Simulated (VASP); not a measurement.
# Si4O (I-43m) in VASP: further runs

Runs on Si4O. Level: PBE. Tasks: single point.

Program: VASP 6.6.1. These are calculated values, not measurements. Logs are shortened: lines on timing, memory, paths and dates and some standing lists are left out, and cuts for length are marked.

### 1 The cell of the first run

The structure is cubic, space group I-43m (No. 217). Conventional cell: a = 5.371 Å, b = 5.371 Å, c = 5.371 Å, α = 90.00°, β = 90.00°, γ = 90.00°. Si (site symmetry 3m) has 1 O at 2.00 Å within 2.6 Å. Within 2.6 Å of O (site symmetry -43m) lie 4 Si at 2.00 Å.

### 2 Single point, PBE

Input file INCAR:

```
SYSTEM = Si4O
PREC = Accurate ; ENCUT = 520
EDIFF = 1E-6 ; ISMEAR = 0
SIGMA = 0.1 ; LREAL = .FALSE.
LASPH = .TRUE. ; NELM = 80
ALGO = Normal ; ISIF = 2
LWAVE = .FALSE. ; LCHARG = .FALSE.
GGA = PE ; NBANDS = 19
```

Input file KPOINTS:

```
Automatic mesh
0
G
  4 4 4
  0 0 0
```

Input file POSCAR:

```
Si4O
1.0
   -2.6855274399      2.6855274399      2.6855274399
    2.6855274399     -2.6855274399      2.6855274399
    2.6855274399      2.6855274399     -2.6855274399
Si O
4 1
Direct
    0.4296361812      0.4296361812      0.4296361812
    0.5703638188      0.0000000000      0.0000000000
    0.0000000000      0.0000000000      0.5703638188
    0.0000000000      0.5703638188      0.0000000000
    0.0000000000      0.0000000000      0.0000000000
```

Potentials or basis: VASP PAW PBE potentials, release 64 (Si, O).

Run with:

```
$ cat potpaw_PBE.64/Si/POTCAR potpaw_PBE.64/O/POTCAR > POTCAR
$ mpirun -np 1 vasp_std > vasp.out
```

OUTCAR:

```text
SYSTEM = Si4O
   PREC = Accurate
   ENCUT = 520
   EDIFF = 1E-6
   ISMEAR = 0
   LREAL = .FALSE.
   LASPH = .TRUE.
   NELM = 80
   ISIF = 2
   GGA = PE

 ion  position               nearest neighbor table
   1  0.430  0.430  0.430-   5 2.00   2 2.74   4 2.74   3 2.74   3 2.74   4 2.74   2 2.74
   2  0.570  0.000  0.000-   5 2.00   1 2.74   4 2.74   3 2.74   3 2.74   4 2.74   1 2.74
   3  0.000  0.000  0.570-   5 2.00   4 2.74   1 2.74   2 2.74   2 2.74   4 2.74   1 2.74
   4  0.000  0.570  0.000-   5 2.00   1 2.74   2 2.74   2 2.74   3 2.74   3 2.74   1 2.74
   5  0.000  0.000  0.000-   1 2.00   2 2.00   3 2.00   4 2.00

  LATTYP: Found a body centered cubic cell.
 ALAT       =     5.3710548798

  Lattice vectors:

 A1 = (  -2.6855274399,   2.6855274399,   2.6855274399)
 A2 = (   2.6855274399,  -2.6855274399,   2.6855274399)
 A3 = (   2.6855274399,   2.6855274399,  -2.6855274399)

Analysis of symmetry for initial positions (statically):
=====================================================================
 Subroutine PRICEL returns:
 Original cell was already a primitive cell.

 Routine SETGRP: Setting up the symmetry group for a
 body centered cubic supercell.

 Subroutine GETGRP returns: Found 24 space group operations
 (whereof 24 operations were pure point group operations)
 out of a pool of 48 trial point group operations.

The static configuration has the point symmetry T_d .

Analysis of symmetry for dynamics (positions and initial velocities):
=====================================================================
 Subroutine PRICEL returns:
 Original cell was already a primitive cell.

 Routine SETGRP: Setting up the symmetry group for a
 body centered cubic supercell.

 Subroutine GETGRP returns: Found 24 space group operations
 (whereof 24 operations were pure point group operations)
 out of a pool of 48 trial point group operations.

The dynamic configuration has the point symmetry T_d .

 Subroutine INISYM returns: Found 24 space group operations
 (whereof 24 operations are pure point group operations),
 and found     1 'primitive' translations

----------------------------------------------------------------------------------------

                                     Primitive cell

  volume of cell :      77.4727

  direct lattice vectors                    reciprocal lattice vectors
[... 77 lines left out ...]
   LREAL  =      F    real-space projection
   EDIFFG = 0.1E-04   stopping-criterion for IOM
   NSW    =      0    number of steps for IOM
   IBRION =     -1    ionic relax: 0-MD 1-quasi-New 2-CG
   NFREE  =      0    steps in history (QN), initial steepest desc. (CG)
   ISIF   =      2    stress and relaxation
   ISYM   =      2    0-nonsym 1-usesym 2-fastsym
   POTIM  = 0.5000    time-step for ionic-motion
   TEBEG  =    0.0;   TEEND  =   0.0 temperature during run
   PSTRESS=    0.0 pullay stress
   NELECT =      22.0000    total number of electrons
   NUPDOWN=      -1.0000    fix difference up-down
   EMIN   =  10.00;   EMAX   =-10.00  energy-range for DOS
   EFERMI =   0.00;   METHOD = LEGACY
   ISMEAR =     0;   SIGMA  =   0.10  broadening in eV -4-tet -1-fermi 0-gaus
   EFERMI_NEDOS =   21; number of points for ismear=-14 and -15
   IALGO  =     38    algorithm
   IMIX   =      4    mixing-type and parameters
     AMIX     =   0.40;   BMIX     =  1.00
     AMIX_MAG =   1.60;   BMIX_MAG =  1.00
  volume/ion in A,a.u.               =      15.49       104.56
  Fermi-wavevector in a.u.,A,eV,Ry     =   1.076051  2.033441 15.753988  1.157885
  Thomas-Fermi vector in A             =   2.211924
   LORBIT       =      0    0 simple, 1 ext, 2 COOP (PROOUT), +10 PAW based schemes
   GGA     = PE    functional components
   LHFCALC =     F    Hartree Fock is set to
   AEXX    =    0.0000 exact exchange contribution
   IVDW    =     0    specifies the selected vdW correction
   LEPSILON=     F    determine dielectric tensor
   LRPA    =     F    only Hartree local field effects (RPA)
 non-spin polarized calculation
 Gauss-broadening in eV      SIGMA  =   0.10
  energy-cutoff  :      520.00
  volume of cell :       77.47
 maximum number of plane-waves:      2112
 NGX is ok and might be reduce to    36
   NGX = 17   NGY = 17   NGZ = 17

 number of electron      21.9999997 magnetization

 Free energy of the ion-electron system (eV)
  ---------------------------------------------------
  ext. energy  EPLUGINS =         0.00000000
  ---------------------------------------------------
  free energy    TOTEN  =       -24.71293801 eV

  energy without entropy =      -24.66374739  energy(sigma->0) =      -24.68834270

 E-fermi :   7.7145     XC(G=0): -10.4331

 val. band max:        7.6477376933   @ k =  -0.2500   0.2500   0.2500
 cond. band min:       7.7412428630   @ k =   0.2500   0.2500   0.0000
 fundamental gap:      0.0935051697
 Fermi energy:         7.7144891030

 k-point     1 :       0.0000    0.0000    0.0000
  band No.  band energies     occupation
      1     -14.0534      2.00000
      2      -3.0942      2.00000
      3      -0.9791      2.00000
      4      -0.9791      2.00000
      5      -0.9791      2.00000
      6       3.2179      2.00000
[... 153 lines left out ...]
      6       1.9522      2.00000
[... 11 lines left out ...]
     18      15.7872      0.00000
     19      15.7872      0.00000

------------------------ aborting loop because EDIFF is reached ----------------------------------------

  FORCE on cell =-STRESS in cart. coord.  units (eV):
  Direction    XX          YY          ZZ          XY          YZ          ZX
  --------------------------------------------------------------------------------------
  -------------------------------------------------------------------------------------
  Total       -0.1271227     -0.1271227     -0.1271227      0.0000000      0.0000000      0.0000000
  in kB       -2.6289653     -2.6289653     -2.6289653      0.0000000      0.0000000      0.0000000
  external PRESSURE =      -2.6289653 kB  Pullay stress =       0.0000000 kB

 VOLUME and BASIS-vectors are now :
 -----------------------------------------------------------------------------
  energy-cutoff  :      520.00
  volume of cell :       77.47
      direct lattice vectors                 reciprocal lattice vectors
    -2.685527440  2.685527440  2.685527440     0.000000000  0.186183166  0.186183166
     2.685527440 -2.685527440  2.685527440     0.186183166  0.000000000  0.186183166
     2.685527440  2.685527440 -2.685527440     0.186183166  0.186183166  0.000000000

 POSITION                                       TOTAL-FORCE (eV/Angst)
 -----------------------------------------------------------------------------------
      1.15380      1.15380      1.15380         0.017615      0.017615      0.017615
     -1.53173      1.53173      1.53173         0.017615     -0.017615     -0.017615
      1.53173      1.53173     -1.53173        -0.017615     -0.017615      0.017615
      1.53173     -1.53173      1.53173        -0.017615      0.017615     -0.017615
      0.00000      0.00000      0.00000         0.000000     -0.000000     -0.000000
 -----------------------------------------------------------------------------------
    total drift:                               -0.000000     -0.000000     -0.000000

  FREE ENERGIE OF THE ION-ELECTRON SYSTEM (eV)
  ---------------------------------------------------
  free  energy   TOTEN  =       -24.7129380070 eV

  energy  without entropy=      -24.6637473855  energy(sigma->0) =      -24.68834270
```

stdout:

```text
POSCAR found type information on POSCAR SiO
 POSCAR found :  2 types and       5 ions
 scaLAPACK will be used
 LDA part: xc-table for (Slater+PW92), standard interpolation
 POSCAR, INCAR and KPOINTS ok, starting setup
 FFT: planning ... GRIDC
 FFT: planning ... GRID_SOFT
 FFT: planning ... GRID
 WAVECAR not read
 entering main loop
```

Wall time 8.3 s (1 thread of Intel Xeon Platinum 8488C (Sapphire Rapids), shared host); peak memory 0.19 GiB.

Results:

```
Free energy            : -24.7129 eV
Pressure               : -0.3 GPa
Largest force          : 0.031 eV/Å
Band gap on the k mesh : zero (band 11 reaches 8.52 eV, above the bottom of band 12 at 7.61 eV)
```

Forces in eV/Å, atoms in the order of the input:
```
Si   0.018  0.018  0.018
Si   0.018 -0.018 -0.018
Si  -0.018 -0.018  0.018
Si  -0.018  0.018 -0.018
O    0.000  0.000  0.000
```

Levels at points of the mesh, in eV from the Fermi level:
```csv
k point,band 9,band 10,band 11,band 12,band 13,band 14
"(0.00, 0.00, 0.00)",-2.50,-2.50,-2.50,1.12,1.12,1.12
"(0.50, 0.00, 0.00)",-2.55,-2.36,-0.61,1.04,1.36,1.96
"(0.50, 0.50, 0.50)",-4.19,-2.31,-0.11,-0.11,-0.11,0.55
```

Caveat: the k points lie up to 0.41 Å⁻¹ apart.

(Continued in part 2 of 2.)
